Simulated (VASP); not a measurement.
# MnBr2 (P-3m1) in VASP: single point with LDA

Aim: the single point of MnBr2 with LDA.

All numbers are computed with VASP 6.6.1; they aren't measurements. Logs are shortened: lines on timing, memory, paths and dates and some standing lists are left out, and cuts for length are marked.

### Step 1. The cell of the first run

It takes space group P-3m1 (No. 164, trigonal). Conventional cell: a = 3.820 Å, b = 3.820 Å, c = 6.190 Å, α = 90.00°, β = 90.00°, γ = 120.00°. Within 3.6 Å of Mn (site symmetry -3m) lie 6 Br at 2.69 Å. Br (site symmetry 3m) has 3 Mn at 2.69 Å within 3.6 Å.

### Step 2. Single point, LDA, collinear spin, ferromagnetic start

The input, INCAR:

```
SYSTEM = MnBr2
  PREC = Accurate
  ENCUT = 520
  EDIFF = 1E-6
  ISMEAR = -1
  SIGMA = 0.03
  LREAL = .False.
  LASPH = .True.
  NELM = 150
  ALGO = Normal
  ISIF = 2
  LWAVE = .False.
  LCHARG = .False.
  ISPIN = 2
  MAGMOM = 4 0 0
  LORBIT = 11
  LMAXMIX = 4
  NBANDS = 24
```

The input, KPOINTS:

```
Automatic mesh
0
Gamma
  7 7 4
  0 0 0
```

The input, POSCAR:

```
MnBr2
1.0
    3.8200000000      0.0000000000      0.0000000000
   -1.9100000000      3.3082170425      0.0000000000
    0.0000000000      0.0000000000      6.1900000000
Mn Br
1 2
Direct
    0.0000000000      0.0000000000      0.0000000000
    0.3333333333      0.6666666667      0.2500000000
    0.6666666667      0.3333333333      0.7500000000
```

Potentials or basis: VASP PAW LDA potentials, release 64 (Mn_pv, Br).

Launch:

```bash
$ cat potpaw_LDA.64/Mn_pv/POTCAR potpaw_LDA.64/Br/POTCAR > POTCAR
$ mpirun -np 1 vasp_std > vasp.out
```

OUTCAR:

```text
SYSTEM = MnBr2
   PREC = Accurate
   ENCUT = 520
   EDIFF = 1E-6
   ISMEAR = -1
   LREAL = .False.
   LASPH = .True.
   NELM = 150
   ISIF = 2
   ISPIN = 2
   LORBIT = 11

 ion  position               nearest neighbor table
   1  0.000  0.000  0.000-   2 2.69   3 2.69   3 2.69   2 2.69   3 2.69   2 2.69
   2  0.333  0.667  0.250-   1 2.69   1 2.69   1 2.69
   3  0.667  0.333  0.750-   1 2.69   1 2.69   1 2.69

  LATTYP: Found a hexagonal cell.
 ALAT       =     3.8200000000
 C/A-ratio  =     1.6204188482

  Lattice vectors:

 A1 = (   3.8200000000,   0.0000000000,   0.0000000000)
 A2 = (  -1.9100000000,   3.3082170425,   0.0000000000)
 A3 = (   0.0000000000,   0.0000000000,   6.1900000000)

Analysis of symmetry for initial positions (statically):
=====================================================================
 Subroutine PRICEL returns:
 Original cell was already a primitive cell.

 Routine SETGRP: Setting up the symmetry group for a
 hexagonal supercell.

 Subroutine GETGRP returns: Found 12 space group operations
 (whereof 12 operations were pure point group operations)
 out of a pool of 24 trial point group operations.

The static configuration has the point symmetry D_3d.

Analysis of symmetry for dynamics (positions and initial velocities):
=====================================================================
 Subroutine PRICEL returns:
 Original cell was already a primitive cell.

 Routine SETGRP: Setting up the symmetry group for a
 hexagonal supercell.

 Subroutine GETGRP returns: Found 12 space group operations
 (whereof 12 operations were pure point group operations)
 out of a pool of 24 trial point group operations.

The dynamic configuration has the point symmetry D_3d.

Analysis of structural, dynamic, and magnetic symmetry:
=====================================================================
 Subroutine PRICEL returns:
 Original cell was already a primitive cell.

 Routine SETGRP: Setting up the symmetry group for a
 hexagonal supercell.

 Subroutine GETGRP returns: Found 12 space group operations
 (whereof 12 operations were pure point group operations)
 out of a pool of 24 trial point group operations.

The overall configuration has the point symmetry D_3d.

 Subroutine INISYM returns: Found 12 space group operations
 (whereof 12 operations are pure point group operations),
 and found     1 'primitive' translations

----------------------------------------------------------------------------------------

                                     Primitive cell

  volume of cell :      78.2254

  direct lattice vectors                    reciprocal lattice vectors
     3.820000000  0.000000000  0.000000000     0.261780105  0.151138814  0.000000000
    -1.910000000  3.308217042  0.000000000     0.000000000  0.302277628  0.000000000
     0.000000000  0.000000000  6.190000000     0.000000000  0.000000000  0.161550889

  length of vectors
     3.820000000  3.820000000  6.190000000     0.302277628  0.302277628  0.161550889

  position of ions in fractional coordinates (direct lattice)
     0.000000000  0.000000000  0.000000000
     0.333333333  0.666666667  0.250000000
     0.666666667  0.333333333  0.750000000

  ion indices of the primitive-cell ions
   primitive index   ion index
                 1           1
                 2           2
                 3           3

----------------------------------------------------------------------------------------

 KPOINTS: Automatic mesh

Automatic generation of k-mesh.
 Grid dimensions read from file:
 generate k-points for:    7    7    4

 Generating k-lattice:

  Cartesian coordinates                     Fractional coordinates (reciprocal lattice)
     0.037397158  0.021591259  0.000000000     0.142857143 -0.000000000  0.000000000
     0.000000000  0.043182518  0.000000000     0.000000000  0.142857143  0.000000000
     0.000000000  0.000000000  0.040387722     0.000000000  0.000000000  0.250000000

  Length of vectors
     0.043182518  0.043182518  0.040387722

  Shift w.r.t. Gamma in fractional coordinates (k-lattice)
     0.000000000  0.000000000  0.000000000

 Subroutine IBZKPT returns following result:
 ===========================================

 Found     28 irreducible k-points:

 Following reciprocal coordinates:
            Coordinates               Weight
  0.000000  0.000000  0.000000      1.000000
  0.142857  0.000000  0.000000      6.000000
  0.285714  0.000000  0.000000      6.000000
  0.428571  0.000000  0.000000      6.000000
  0.142857  0.142857  0.000000      6.000000
  0.285714  0.142857  0.000000     12.000000
[... 16 lines left out ...]
  0.285714  0.000000  0.500000      6.000000
  0.428571  0.000000  0.500000      6.000000
 [... further k-points ...]
   k-points           NKPTS =     28   k-points in BZ     NKDIM =     28   number of bands    NBANDS=     24
   number of dos      NEDOS =    301   number of ions     NIONS =      3
   total plane-waves  NPLWV =  37632
   dimension x,y,z NGX =    28 NGY =   28 NGZ =   48
   dimension x,y,z NGXF=    56 NGYF=   56 NGZF=   96
   ions per type =               1   2
   NGX,Y,Z   is equivalent  to a cutoff of  12.19, 12.19, 12.89 a.u.
   NGXF,Y,Z  is equivalent  to a cutoff of  24.37, 24.37, 25.78 a.u.
 SYSTEM =  MnBr2
   PREC   = accura    normal or accurate (medium, high low for compatibility)
   ISTART =      0    job   : 0-new  1-cont  2-samecut
   ICHARG =      2    charge: 1-file 2-atom 10-const
   ISPIN  =      2    spin polarized calculation?
   LNONCOLLINEAR =      F non collinear calculations
   LSORBIT =      F    spin-orbit coupling
   LASPH  =      T    aspherical Exc in radial PAW
   ENCUT  =  520.0 eV  38.22 Ry    6.18 a.u.   7.10  7.10 11.51*2*pi/ulx,y,z
   NELM   =    150;   NELMIN=  2; NELMDL= -5     # of ELM steps
   EDIFF  = 0.1E-05   stopping-criterion for ELM
   LREAL  =      F    real-space projection
   EDIFFG = 0.1E-04   stopping-criterion for IOM
   NSW    =      0    number of steps for IOM
   IBRION =     -1    ionic relax: 0-MD 1-quasi-New 2-CG
   NFREE  =      0    steps in history (QN), initial steepest desc. (CG)
   ISIF   =      2    stress and relaxation
   ISYM   =      2    0-nonsym 1-usesym 2-fastsym
   POTIM  = 0.5000    time-step for ionic-motion
   TEBEG  =    0.0;   TEEND  =   0.0 temperature during run
   PSTRESS=    0.0 pullay stress
   NELECT =      27.0000    total number of electrons
   NUPDOWN=      -1.0000    fix difference up-down
   EMIN   =  10.00;   EMAX   =-10.00  energy-range for DOS
   EFERMI =   0.00;   METHOD = LEGACY
   ISMEAR =    -1;   SIGMA  =   0.03  broadening in eV -4-tet -1-fermi 0-gaus
   EFERMI_NEDOS =   21; number of points for ismear=-14 and -15
   IALGO  =     38    algorithm
   IMIX   =      4    mixing-type and parameters
     AMIX     =   0.40;   BMIX     =  1.00
     AMIX_MAG =   1.60;   BMIX_MAG =  1.00
  volume/ion in A,a.u.               =      26.08       175.96
  Fermi-wavevector in a.u.,A,eV,Ry     =   1.148365  2.170096 17.942588  1.318743
  Thomas-Fermi vector in A             =   2.285041
   LORBIT       =     11    0 simple, 1 ext, 2 COOP (PROOUT), +10 PAW based schemes
   GGA     = CA    functional components
   LHFCALC =     F    Hartree Fock is set to
   AEXX    =    0.0000 exact exchange contribution
   IVDW    =     0    specifies the selected vdW correction
   LEPSILON=     F    determine dielectric tensor
   LRPA    =     F    only Hartree local field effects (RPA)
 spin polarized calculation
  energy-cutoff  :      520.00
  volume of cell :       78.23
 maximum number of plane-waves:      2125
   NGX = 15   NGY = 15   NGZ = 23

 number of electron      27.0000012 magnetization       4.9999531

 Free energy of the ion-electron system (eV)
  ---------------------------------------------------
  ext. energy  EPLUGINS =         0.00000000
  ---------------------------------------------------
  free energy    TOTEN  =       -15.75795114 eV

  energy without entropy =      -15.75795114  energy(sigma->0) =      -15.75795114

 E-fermi :   2.7344     XC(G=0):  -9.3752

 val. band max:        2.2582919327   @ k =   0.0000   0.0000   0.5000
 cond. band min:       3.2619472035   @ k =   0.4286   0.0000   0.0000
 fundamental gap:      1.0036552708
 Fermi energy:         2.7343831289

 spin component 1

 k-point     1 :       0.0000    0.0000    0.0000
  band No.  band energies     occupation
      1     -47.1701      1.00000
      2     -47.1701      1.00000
      3     -47.1656      1.00000
      4     -13.0944      1.00000
      5     -12.3946      1.00000
      6      -3.0332      1.00000
[... 16 lines left out ...]
     23      12.7960      0.00000
     24      12.7960      0.00000

 k-point     2 :       0.1429    0.0000    0.0000
  band No.  band energies     occupation
      1     -47.1709      1.00000
      2     -47.1703      1.00000
      3     -47.1655      1.00000
      4     -12.9925      1.00000
      5     -12.3606      1.00000
      6      -2.8435      1.00000
[... 16 lines left out ...]
     23      12.5783      0.00000
     24      12.7281      0.00000

 k-point     3 :       0.2857    0.0000    0.0000
  band No.  band energies     occupation
      1     -47.1725      1.00000
      2     -47.1708      1.00000
      3     -47.1652      1.00000
      4     -12.7378      1.00000
      5     -12.2938      1.00000
      6      -2.4335      1.00000
[... 16 lines left out ...]
     23      12.0989      0.00000
     24      13.4252      0.00000
[... 514 lines left out ...]
 k-point    23 :       0.2857    0.0000    0.5000
  band No.  band energies     occupation
      1     -47.1725      1.00000
      2     -47.1708      1.00000
      3     -47.1652      1.00000
      4     -12.5927      1.00000
      5     -12.4536      1.00000
      6      -2.4021      1.00000
[... 16 lines left out ...]
     23      11.8173      0.00000
     24      13.3149      0.00000

 k-point    24 :       0.4286    0.0000    0.5000
  band No.  band energies     occupation
      1     -47.1739      1.00000
      2     -47.1711      1.00000
      3     -47.1650      1.00000
      4     -12.3984      1.00000
      5     -12.3554      1.00000
      6      -2.9570      1.00000
[... 16 lines left out ...]
     23      12.7785      0.00000
     24      13.9859      0.00000

 [... further k-points ...]

 spin component 2

 k-point     1 :       0.0000    0.0000    0.0000
  band No.  band energies     occupation
      1     -42.8583      1.00000
      2     -42.8583      1.00000
      3     -42.8495      1.00000
      4     -12.9231      1.00000
      5     -12.2482      1.00000
      6      -2.6033      1.00000
[... 16 lines left out ...]
     23      13.4886      0.00000
     24      13.4886      0.00000

 k-point     2 :       0.1429    0.0000    0.0000
  band No.  band energies     occupation
      1     -42.8594      1.00000
      2     -42.8586      1.00000
      3     -42.8494      1.00000
      4     -12.8244      1.00000
      5     -12.2132      1.00000
      6      -2.4201      1.00000
[... 16 lines left out ...]
     23      13.1136      0.00000
     24      13.2414      0.00000

 k-point     3 :       0.2857    0.0000    0.0000
  band No.  band energies     occupation
      1     -42.8617      1.00000
      2     -42.8592      1.00000
      3     -42.8490      1.00000
      4     -12.5776      1.00000
      5     -12.1438      1.00000
      6      -2.0008      1.00000
[... 16 lines left out ...]
     23      12.4807      0.00000
     24      13.8081      0.00000
[... 514 lines left out ...]
 k-point    23 :       0.2857    0.0000    0.5000
  band No.  band energies     occupation
      1     -42.8617      1.00000
      2     -42.8592      1.00000
      3     -42.8490      1.00000
      4     -12.4304      1.00000
      5     -12.3052      1.00000
      6      -1.9600      1.00000
[... 16 lines left out ...]
     23      12.1429      0.00000
     24      13.6571      0.00000

 k-point    24 :       0.4286    0.0000    0.5000
  band No.  band energies     occupation
      1     -42.8636      1.00000
      2     -42.8596      1.00000
      3     -42.8487      1.00000
      4     -12.2440      1.00000
      5     -12.2056      1.00000
      6      -2.4980      1.00000
[... 16 lines left out ...]
     23      13.1195      0.00000
     24      14.2437      0.00000

 [... further k-points ...]
[... 5 lines left out ...]
  --------------------------------------------------------------------------------------
  -------------------------------------------------------------------------------------
  Total       -1.6905594     -1.6905594     -1.7985151      0.0000000      0.0000000     -0.0000000
  in kB      -34.6252568    -34.6252568    -36.8363560      0.0000000      0.0000000     -0.0000000
  external PRESSURE =     -35.3622899 kB  Pullay stress =       0.0000000 kB

 VOLUME and BASIS-vectors are now :
 -----------------------------------------------------------------------------
  energy-cutoff  :      520.00
  volume of cell :       78.23
      direct lattice vectors                 reciprocal lattice vectors
     3.820000000  0.000000000  0.000000000     0.261780105  0.151138814  0.000000000
    -1.910000000  3.308217042  0.000000000     0.000000000  0.302277628  0.000000000
     0.000000000  0.000000000  6.190000000     0.000000000  0.000000000  0.161550889

 POSITION                                       TOTAL-FORCE (eV/Angst)
 -----------------------------------------------------------------------------------
      0.00000      0.00000      0.00000         0.000000      0.000000      0.000000
     -0.00000      2.20548      1.54750        -0.000000      0.000000     -0.546375
      1.91000      1.10274      4.64250         0.000000     -0.000000      0.546375
 -----------------------------------------------------------------------------------
    total drift:                               -0.000000     -0.000000     -0.000000

  FREE ENERGIE OF THE ION-ELECTRON SYSTEM (eV)
  ---------------------------------------------------
  free  energy   TOTEN  =       -15.7579511408 eV

  energy  without entropy=      -15.7579511381  energy(sigma->0) =      -15.75795114

 total charge

# of ion       s       p       d       tot
------------------------------------------
    1        0.209   6.149   4.933  11.291
    2        1.615   3.217   0.020   4.852
    3        1.615   3.217   0.020   4.852
--------------------------------------------------
tot          3.439  12.584   4.973  20.995

 magnetization (x)

# of ion       s       p       d       tot
------------------------------------------
    1        0.028   0.020   4.321   4.370
    2        0.007   0.105   0.007   0.120
    3        0.007   0.105   0.007   0.120
--------------------------------------------------
tot          0.043   0.231   4.335   4.609
```

It took 97 s on 1 thread of Oxide Virtual Turin-like, shared host; peak memory 0.18 GiB.

Results:

```
Free energy                                           : -15.7580 eV
Pressure                                              : -3.5 GPa
Largest force                                         : 0.546 eV/Å
Band gap on the k mesh                                : 1.00 eV, indirect (least direct gap 1.09 eV)
Net moment                                            : 5.00 μB per cell
Site moments                                          : Mn +4.37; Br +0.12 μB
Valence electrons inside the program's atomic spheres : Mn 11.29; Br 4.85
```

Forces on the atoms (eV/Å):
```
Mn   0.000  0.000  0.000
Br   0.000  0.000 -0.546
Br   0.000  0.000  0.546
```

Stress tensor (GPa, compression positive):
```
-3.46  0.00  0.00
 0.00 -3.46  0.00
 0.00  0.00 -3.68
```
